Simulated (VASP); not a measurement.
**InB2As3: single point with PBE**

Crystal: InB2As3.

```
In B As
1.0
     3.40787    0.00000    0.00000
     0.00000    3.40787    0.00000
     0.00000    0.00000    8.77644
In B As
1 2 3
Direct
  0.00000 0.00000 0.50000
  0.50000 0.50000 0.40898
  0.50000 0.50000 0.59102
  0.00000 0.00000 0.82173
  0.00000 0.00000 0.17827
  0.50000 0.50000 0.00000
```

```
Program             : VASP 6.6.1
Task                : single point
Functional          : PBE
Potentials or basis : VASP PAW PBE potentials, release 64 (In_d, B, As)
Cutoff              : 520 eV
k mesh              : 4 × 4 × 4
Occupations         : gaussian, width 0.1 eV
Spin                : no spin polarisation
```

```
Pressure               : 0.2 GPa
Largest force          : 0.036 eV/Å
Band gap on the k mesh : zero (band 17 reaches 7.20 eV, above the bottom of band 18 at 4.06 eV)
```

Forces on the atoms (eV/Å):
```
In   0.000  0.000  0.000
B    0.000  0.000 -0.036
B    0.000  0.000  0.036
As   0.000  0.000  0.016
As   0.000  0.000 -0.016
As   0.000  0.000  0.000
```

Stress tensor (GPa, compression positive):
```
0.08 0.00 0.00
0.00 0.08 0.00
0.00 0.00 0.38
```

Levels at points of the mesh, in eV from the Fermi level:
```
           k point  band 13  band 14  band 15  band 16  band 17  band 18  band 19  band 20  band 21  band 22
(0.00, 0.00, 0.00)    -2.00    -1.06    -1.06    -0.60     0.87     0.87     1.22     1.89     3.54     4.26
(0.50, 0.00, 0.00)    -2.56    -2.29    -1.86     0.64     0.96     1.07     1.69     1.99     2.73     3.58
(0.50, 0.50, 0.00)    -4.63    -3.99    -2.91    -2.91    -2.72    -0.37    -0.35     0.03     0.42     1.93
(0.00, 0.00, 0.50)    -1.76    -1.50    -1.50     0.19     0.27     1.40     1.40     1.97     3.52     3.52
(0.50, 0.00, 0.50)    -3.85    -0.05     0.47     0.61     0.70     0.99     1.03     1.11     1.86     3.69
(0.50, 0.50, 0.50)    -5.10    -2.94    -2.84    -2.15    -2.15    -2.06    -1.89     0.21     0.21     1.12
```

It took 21 s on 1 thread of Intel(R) Xeon(R) 6975P-C (Granite Rapids), on a shared host, peak memory 0.24 GiB.

Caveat: the k points lie up to 0.46 Å⁻¹ apart; spin-orbit coupling is left out, which moves the levels of the heavy elements.
